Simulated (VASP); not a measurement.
# MoS2 (P-6m2) in VASP: notebook

The runs below take MoS2 through single point, with PBE+D3(BJ).

Everything below comes from runs of VASP 6.6.1. Logs are shortened: lines on timing, memory, paths and dates and some standing lists are left out, and cuts for length are marked.

## Step 1: The cell of the first run

The structure is hexagonal, space group P-6m2 (No. 187). Conventional cell: a = 3.070 Å, b = 3.070 Å, c = 6.995 Å, α = 90.00°, β = 90.00°, γ = 120.00°. Within 3.0 Å of Mo (site symmetry -6m2) lie 6 S at 2.31 Å. Within 3.0 Å of S (site symmetry 3m) lie 3 Mo at 2.31 Å and 1 S at 2.95 Å.

## Step 2: Single point, PBE+D3(BJ) (c/a of the conventional cell at fixed volume 2.2786)

Input file INCAR:

```
PREC     = Accurate       # precision mode
ENCUT    = 500            # plane-wave cutoff, eV
EDIFF    = 1E-6           # SCF threshold, eV
ISMEAR   = 0              # smearing method
SIGMA    = 0.05           # smearing width, eV
LREAL    = False          # projectors in reciprocal space
LASPH    = True           # aspherical terms in the spheres
NELM     = 120            # most SCF steps
ALGO     = Normal         # electronic algorithm
ISIF     = 2              # what is computed and relaxed
LWAVE    = False          # write WAVECAR
LCHARG   = False          # write CHGCAR
GGA      = PE             # functional
IVDW     = 12             # dispersion correction
NBANDS   = 20             # bands
GGA_COMPAT= False
```

Input file KPOINTS:

```
regular mesh
0
Gamma
  12 12 4
```

Input file POSCAR:

```
MoS2
1.0
    3.0696848962      0.0000000000      0.0000000000
   -1.5348424481      2.6584251017      0.0000000000
    0.0000000000      0.0000000000      6.9945840045
Mo S
1 2
Direct
    0.0000000000      0.0000000000      0.0000000000
    0.3333333333      0.6666666667      0.2107069157
    0.3333333333      0.6666666667      0.7892930843
```

Potentials or basis: VASP PAW PBE potentials, release 64 (Mo_sv, S).

On the command line:

```console
$ cat potpaw_PBE.64/Mo_sv/POTCAR potpaw_PBE.64/S/POTCAR > POTCAR
$ mpirun -np 1 vasp_std > vasp.out
```

OUTCAR:

```text
PREC = Accurate
   ENCUT = 500
   EDIFF = 1E-6
   ISMEAR = 0
   LREAL = False
   LASPH = True
   NELM = 120
   ISIF = 2
   GGA = PE
   IVDW = 12
 IVDW          = 12

 ion  position               nearest neighbor table
   1  0.000  0.000  0.000-   2 2.31   3 2.31   2 2.31   3 2.31   2 2.31   3 2.31
   2  0.333  0.667  0.211-   1 2.31   1 2.31   1 2.31
   3  0.333  0.667  0.789-   1 2.31   1 2.31   1 2.31

  LATTYP: Found a hexagonal cell.
 ALAT       =     3.0696848962
 C/A-ratio  =     2.2786000000

  Lattice vectors:

 A1 = (   3.0696848962,   0.0000000000,   0.0000000000)
 A2 = (  -1.5348424481,   2.6584251017,   0.0000000000)
 A3 = (   0.0000000000,   0.0000000000,   6.9945840045)

Analysis of symmetry for initial positions (statically):
=====================================================================
 Subroutine PRICEL returns:
 Original cell was already a primitive cell.

 Routine SETGRP: Setting up the symmetry group for a
 hexagonal supercell.

 Subroutine GETGRP returns: Found 12 space group operations
 (whereof 12 operations were pure point group operations)
 out of a pool of 24 trial point group operations.

The static configuration has the point symmetry D_3h.

Analysis of symmetry for dynamics (positions and initial velocities):
=====================================================================
 Subroutine PRICEL returns:
 Original cell was already a primitive cell.

 Routine SETGRP: Setting up the symmetry group for a
 hexagonal supercell.

 Subroutine GETGRP returns: Found 12 space group operations
 (whereof 12 operations were pure point group operations)
 out of a pool of 24 trial point group operations.

The dynamic configuration has the point symmetry D_3h.

 Subroutine INISYM returns: Found 12 space group operations
 (whereof 12 operations are pure point group operations),
 and found     1 'primitive' translations

----------------------------------------------------------------------------------------

                                     Primitive cell

  volume of cell :      57.0795

  direct lattice vectors                    reciprocal lattice vectors
     3.069684896  0.000000000  0.000000000     0.325766336  0.188081282  0.000000000
    -1.534842448  2.658425102  0.000000000     0.000000000  0.376162563  0.000000000
     0.000000000  0.000000000  6.994584005     0.000000000  0.000000000  0.142967759

  length of vectors
     3.069684896  3.069684896  6.994584005     0.376162563  0.376162563  0.142967759

  position of ions in fractional coordinates (direct lattice)
     0.000000000  0.000000000  0.000000000
     0.333333333  0.666666667  0.210706916
     0.333333333  0.666666667  0.789293084

  ion indices of the primitive-cell ions
   primitive index   ion index
                 1           1
                 2           2
                 3           3

----------------------------------------------------------------------------------------

 KPOINTS: regular mesh

Automatic generation of k-mesh.
 Grid dimensions read from file:
 generate k-points for:   12   12    4

 Generating k-lattice:

  Cartesian coordinates                     Fractional coordinates (reciprocal lattice)
     0.027147195  0.015673440  0.000000000     0.083333333  0.000000000  0.000000000
     0.000000000  0.031346880  0.000000000     0.000000000  0.083333333  0.000000000
     0.000000000  0.000000000  0.035741940     0.000000000  0.000000000  0.250000000

  Length of vectors
     0.031346880  0.031346880  0.035741940

  Shift w.r.t. Gamma in fractional coordinates (k-lattice)
     0.000000000  0.000000000  0.000000000

 Subroutine IBZKPT returns following result:
 ===========================================

 Found     57 irreducible k-points:

 Following reciprocal coordinates:
            Coordinates               Weight
  0.000000  0.000000  0.000000      1.000000
  0.083333 -0.000000  0.000000      6.000000
  0.166667 -0.000000  0.000000      6.000000
  0.250000 -0.000000  0.000000      6.000000
  0.333333 -0.000000  0.000000      6.000000
  0.416667 -0.000000  0.000000      6.000000
[... 16 lines left out ...]
  0.250000 -0.000000  0.250000     12.000000
  0.333333 -0.000000  0.250000     12.000000
 [... further k-points ...]
   k-points           NKPTS =     57   k-points in BZ     NKDIM =     57   number of bands    NBANDS=     20
   number of dos      NEDOS =    301   number of ions     NIONS =      3
   total plane-waves  NPLWV =  31104
   dimension x,y,z NGX =    24 NGY =   24 NGZ =   54
   dimension x,y,z NGXF=    48 NGYF=   48 NGZF=  108
   ions per type =               1   2
   NGX,Y,Z   is equivalent  to a cutoff of  13.00, 13.00, 12.83 a.u.
   NGXF,Y,Z  is equivalent  to a cutoff of  26.00, 26.00, 25.67 a.u.
 SYSTEM =  unknown system
   PREC   = accura    normal or accurate (medium, high low for compatibility)
   ISTART =      0    job   : 0-new  1-cont  2-samecut
   ICHARG =      2    charge: 1-file 2-atom 10-const
   ISPIN  =      1    spin polarized calculation?
   LNONCOLLINEAR =      F non collinear calculations
   LSORBIT =      F    spin-orbit coupling
   LASPH  =      T    aspherical Exc in radial PAW
   ENCUT  =  500.0 eV  36.75 Ry    6.06 a.u.   5.60  5.60 12.75*2*pi/ulx,y,z
   NELM   =    120;   NELMIN=  2; NELMDL= -5     # of ELM steps
   EDIFF  = 0.1E-05   stopping-criterion for ELM
   LREAL  =      F    real-space projection
   EDIFFG = 0.1E-04   stopping-criterion for IOM
   NSW    =      0    number of steps for IOM
   IBRION =     -1    ionic relax: 0-MD 1-quasi-New 2-CG
   NFREE  =      0    steps in history (QN), initial steepest desc. (CG)
   ISIF   =      2    stress and relaxation
   ISYM   =      2    0-nonsym 1-usesym 2-fastsym
   POTIM  = 0.5000    time-step for ionic-motion
   TEBEG  =    0.0;   TEEND  =   0.0 temperature during run
   PSTRESS=    0.0 pullay stress
   NELECT =      26.0000    total number of electrons
   NUPDOWN=      -1.0000    fix difference up-down
   EMIN   =  10.00;   EMAX   =-10.00  energy-range for DOS
   EFERMI =   0.00;   METHOD = LEGACY
   ISMEAR =     0;   SIGMA  =   0.05  broadening in eV -4-tet -1-fermi 0-gaus
   EFERMI_NEDOS =   21; number of points for ismear=-14 and -15
   IALGO  =     38    algorithm
   IMIX   =      4    mixing-type and parameters
     AMIX     =   0.40;   BMIX     =  1.00
     AMIX_MAG =   1.60;   BMIX_MAG =  1.00
  volume/ion in A,a.u.               =      19.03       128.40
  Fermi-wavevector in a.u.,A,eV,Ry     =   1.259619  2.380335 21.587552  1.586640
  Thomas-Fermi vector in A             =   2.393170
   LORBIT       =      0    0 simple, 1 ext, 2 COOP (PROOUT), +10 PAW based schemes
   GGA     = PE    functional components
   LHFCALC =     F    Hartree Fock is set to
   AEXX    =    0.0000 exact exchange contribution
   IVDW    =    12    specifies the selected vdW correction
   LEPSILON=     F    determine dielectric tensor
   LRPA    =     F    only Hartree local field effects (RPA)
 non-spin polarized calculation
 Gauss-broadening in eV      SIGMA  =   0.05
  energy-cutoff  :      500.00
  volume of cell :       57.08
 maximum number of plane-waves:      1490
 NGX is ok and might be reduce to    24
   NGX = 11   NGY = 11   NGZ = 25

 number of electron      25.9999997 magnetization

 Free energy of the ion-electron system (eV)
  ---------------------------------------------------
  ext. energy  EPLUGINS =         0.00000000
  ---------------------------------------------------
  free energy    TOTEN  =       -21.37036112 eV

  energy without entropy =      -21.37036112  energy(sigma->0) =      -21.37036112

 E-fermi :   6.5963     XC(G=0): -10.0307

 val. band max:        6.3994870321   @ k =   0.0000   0.0000   0.5000
 cond. band min:       7.7490953331   @ k =   0.3333   0.3333   0.0000
 fundamental gap:      1.3496083010
 Fermi energy:         6.5962653504

 k-point     1 :       0.0000    0.0000    0.0000
  band No.  band energies     occupation
      1     -54.7144      2.00000
      2     -28.9900      2.00000
      3     -28.6513      2.00000
      4     -28.6513      2.00000
      5      -8.8398      2.00000
      6      -7.0551      2.00000
[... 12 lines left out ...]
     19      13.1382      0.00000
     20      15.7252      0.00000

 k-point     2 :       0.0833   -0.0000    0.0000
  band No.  band energies     occupation
      1     -54.7101      2.00000
      2     -28.9817      2.00000
      3     -28.6915      2.00000
      4     -28.6602      2.00000
      5      -8.7159      2.00000
      6      -7.0183      2.00000
[... 12 lines left out ...]
     19      13.3422      0.00000
     20      16.2111      0.00000

 k-point     3 :       0.1667   -0.0000    0.0000
  band No.  band energies     occupation
      1     -54.6985      2.00000
      2     -28.9591      2.00000
      3     -28.8000      2.00000
      4     -28.6843      2.00000
      5      -8.3648      2.00000
      6      -6.9143      2.00000
[... 12 lines left out ...]
     19      14.4422      0.00000
     20      16.4090      0.00000

 k-point     4 :       0.2500   -0.0000    0.0000
  band No.  band energies     occupation
      1     -54.6825      2.00000
      2     -28.9455      2.00000
      3     -28.9281      2.00000
      4     -28.7170      2.00000
      5      -7.8473      2.00000
      6      -6.7631      2.00000
[... 12 lines left out ...]
     19      15.3521      0.00000
     20      15.4597      0.00000

 k-point     5 :       0.3333   -0.0000    0.0000
  band No.  band energies     occupation
      1     -54.6665      2.00000
      2     -29.0879      2.00000
      3     -28.8969      2.00000
      4     -28.7496      2.00000
      5      -7.2680      2.00000
      6      -6.5991      2.00000
[... 12 lines left out ...]
     19      14.3430      0.00000
     20      14.6417      0.00000
[... 353 lines left out ...]
      6      -7.0500      2.00000
[... 12 lines left out ...]
     19      13.4763      0.00000
     20      16.1596      0.00000

 k-point    22 :       0.1667   -0.0000    0.2500
  band No.  band energies     occupation
      1     -54.6985      2.00000
      2     -28.9591      2.00000
      3     -28.8000      2.00000
      4     -28.6843      2.00000
      5      -8.3493      2.00000
      6      -6.9428      2.00000
[... 12 lines left out ...]
     19      14.4077      0.00000
     20      16.3460      0.00000

 k-point    23 :       0.2500   -0.0000    0.2500
  band No.  band energies     occupation
      1     -54.6825      2.00000
      2     -28.9455      2.00000
      3     -28.9281      2.00000
      4     -28.7170      2.00000
      5      -7.8322      2.00000
      6      -6.7871      2.00000
[... 12 lines left out ...]
     19      15.0766      0.00000
     20      15.7651      0.00000

 k-point    24 :       0.3333   -0.0000    0.2500
  band No.  band energies     occupation
      1     -54.6665      2.00000
      2     -29.0879      2.00000
      3     -28.8969      2.00000
      4     -28.7496      2.00000
      5      -7.2540      2.00000
      6      -6.6182      2.00000
[... 12 lines left out ...]
     19      14.4261      0.00000
     20      14.9886      0.00000

 [... further k-points ...]

------------------------ aborting loop because EDIFF is reached ----------------------------------------

 Edisp (eV)   -1.21179

 E8    (eV) :    -0.4924

  FORCE on cell =-STRESS in cart. coord.  units (eV):
  Direction    XX          YY          ZZ          XY          YZ          ZX
  --------------------------------------------------------------------------------------
  -------------------------------------------------------------------------------------
  Total       5.63401     5.63401     7.65603     0.00000     0.00000    -0.00000
  in kB     158.14229   158.14229   214.89882     0.00000     0.00000    -0.00000
  external pressure =      177.06 kB  Pullay stress =        0.00 kB

 VOLUME and BASIS-vectors are now :
 -----------------------------------------------------------------------------
  energy-cutoff  :      500.00
  volume of cell :       57.08
      direct lattice vectors                 reciprocal lattice vectors
     3.069684896  0.000000000  0.000000000     0.325766336  0.188081282  0.000000000
    -1.534842448  2.658425102  0.000000000     0.000000000  0.376162563  0.000000000
     0.000000000  0.000000000  6.994584005     0.000000000  0.000000000  0.142967759

 POSITION                                       TOTAL-FORCE (eV/Angst)
 -----------------------------------------------------------------------------------
      0.00000      0.00000      0.00000        -0.000000      0.000000     -0.000000
     -0.00000      1.77228      1.47381        -0.000000      0.000000      2.829046
     -0.00000      1.77228      5.52078         0.000000      0.000000     -2.829046
 -----------------------------------------------------------------------------------
    total drift:                                0.000000     -0.000000     -0.000000

  FREE ENERGIE OF THE ION-ELECTRON SYSTEM (eV)
  ---------------------------------------------------
  free  energy   TOTEN  =       -22.5821505858 eV

  energy  without entropy=      -22.5821505858  energy(sigma->0) =      -22.58215059
```

It took 42 s on 1 thread of Intel Xeon 6975P-C, shared host; peak memory 0.22 GiB.

Results:

```yaml
Free_energy: -22.5822 eV
Pressure: 17.7 GPa
Largest_force: 2.829 eV/Å
Band_gap_on_the_k_mesh: 1.35 eV, indirect (least direct gap 1.86 eV)
Dispersion_energy_per_atom: -0.404 eV
```

Forces in eV/Å, atoms in the order of the input:
```
Mo   0.000  0.000  0.000
S    0.000  0.000  2.829
S    0.000  0.000 -2.829
```

Levels at points of the mesh, in eV from the valence-band top:
```
           k point  band 9  band 10  band 11  band 12  band 13  band 14  band 15  band 16  band 17  band 18
(0.00, 0.00, 0.00)   -3.59    -2.23    -2.23    -1.80    -0.66     2.70     2.70     3.20     3.20     6.10
(0.50, 0.00, 0.00)   -5.08    -4.10    -2.12    -1.46    -1.21     2.14     2.73     4.11     4.72     5.60
(0.00, 0.00, 0.50)   -3.59    -2.64    -2.23    -2.23     0.00     2.68     2.68     3.23     3.23     6.16
(0.50, 0.00, 0.50)   -4.95    -4.11    -2.48    -1.44    -1.01     2.15     2.83     3.70     4.64     6.57
```

Caveat: forces of over 1 eV/Å act on the atoms, so gaps and moduli don't describe the material at rest.

(Continued in part 2 of 3.)
